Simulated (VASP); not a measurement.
Write the native input for VASP 6.6.1 that does the following.

```yaml
Task: single point
Functional: r2SCAN
Potentials_or_basis: VASP PAW PBE potentials, release 64 (Si, Be)
Cutoff: 520 eV
k_mesh: 5 × 5 × 5
Occupations: fermi-dirac, width 0.05 eV
Spin: no spin polarisation
Dipole_correction: no
Further_INCAR_settings: ALGO = Normal; EDIFF = 1e-07; NBANDS = 11
```

The system is Be2Si.

```
CELL_PARAMETERS angstrom
0.00000 2.64000 2.64000
2.64000 0.00000 2.64000
2.64000 2.64000 0.00000
ATOMIC_POSITIONS crystal
Si 0.00000 0.00000 0.00000
Be 0.25000 0.25000 0.25000
Be 0.75000 0.75000 0.75000
```

The input as run:

POSCAR

```
Be2Si
1.0
    0.0000000000      2.6400000000      2.6400000000
    2.6400000000      0.0000000000      2.6400000000
    2.6400000000      2.6400000000      0.0000000000
Si Be
1 2
Direct
    0.0000000000      0.0000000000      0.0000000000
    0.2500000000      0.2500000000      0.2500000000
    0.7500000000      0.7500000000      0.7500000000
```

INCAR.step1

```
ALGO     = Normal         # electronic algorithm
EDIFF    = 1E-4           # SCF threshold, eV
ENCUT    = 520            # plane-wave cutoff, eV
GGA      = PE             # functional
ISMEAR   = -1             # smearing method
LASPH    = True           # aspherical terms in the spheres
LCHARG   = False          # write CHGCAR
LREAL    = False          # projectors in reciprocal space
LWAVE    = True           # write WAVECAR
NBANDS   = 11             # bands
NELM     = 100            # most SCF steps
PREC     = Accurate       # precision mode
SIGMA    = 0.05           # smearing width, eV
```

INCAR.step2

```
ALGO     = Normal         # electronic algorithm
EDIFF    = 1E-7           # SCF threshold, eV
ENCUT    = 520            # plane-wave cutoff, eV
ISIF     = 2              # what is computed and relaxed
ISMEAR   = -1             # smearing method
ISTART   = 1            
LASPH    = True           # aspherical terms in the spheres
LCHARG   = False          # write CHGCAR
LMIXTAU  = True         
LREAL    = False          # projectors in reciprocal space
LWAVE    = False          # write WAVECAR
METAGGA  = R2SCAN         # meta-GGA
NBANDS   = 11             # bands
NELM     = 100            # most SCF steps
PREC     = Accurate       # precision mode
SIGMA    = 0.05           # smearing width, eV
```

KPOINTS

```
k-points
0
Gamma
  5 5 5
```

Potentials or basis: VASP PAW PBE potentials, release 64 (Si, Be).

Run with:

```console
$ cat potpaw_PBE.64/Si/POTCAR potpaw_PBE.64/Be/POTCAR > POTCAR
$ cp INCAR.step1 INCAR
$ mpirun -np 1 vasp_std > vasp.out
$ cp INCAR.step2 INCAR
$ mpirun -np 1 vasp_std > vasp.out
```

It gave:

The pressure is 0.3 GPa. The band gap on the k mesh is zero (band 4 reaches 7.24 eV, above the bottom of band 5 at 6.58 eV).

Caveat: the k points lie up to 0.41 Å⁻¹ apart; the PAW data sets were made with another functional, which shifts forces and pressure a little.

Wall time 49 s on 1 thread of Intel Xeon 6975P-C (shared host), peak memory 0.15 GiB.
